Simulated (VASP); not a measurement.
A run of VASP 6.6.1:

File INCAR:

```
PREC = Accurate ; ENCUT = 520
EDIFF = 1E-6 ; ISMEAR = -1
SIGMA = 0.05 ; LREAL = F
LASPH = T ; NELM = 80
ALGO = Normal ; ISIF = 2
LWAVE = F ; LCHARG = F
GGA = PE ; NBANDS = 11
```

KPOINTS

```
Automatic mesh
0
Gamma
  18 18 18
```

Contents of POSCAR:

```
SiC
1.0
    0.0000000000      1.7292103360      1.7292103360
    1.7292103360      0.0000000000      1.7292103360
    1.7292103360      1.7292103360      0.0000000000
Si C
1 1
Direct
    0.0000000000      0.0000000000      0.0000000000
    0.5000000000      0.5000000000      0.5000000000
```

Potentials or basis: VASP PAW PBE potentials, release 64 (Si, C).

Command:

```console
$ cat potpaw_PBE.64/Si/POTCAR potpaw_PBE.64/C/POTCAR > POTCAR
$ mpirun -np 1 vasp_std > vasp.out
```

Hardware: 1 thread of Intel(R) Xeon(R) Platinum 8259CL CPU @ 2.50GHz (Skylake/Cascade Lake), with other jobs on the host.

Problem. How long does it take, and how much memory?

Solution. Run time: 14 s on 1 thread of Intel(R) Xeon(R) Platinum 8259CL CPU @ 2.50GHz (Skylake/Cascade Lake) (shared host), peak memory 0.13 GiB. Counts: scf iterations 11, k points 195.
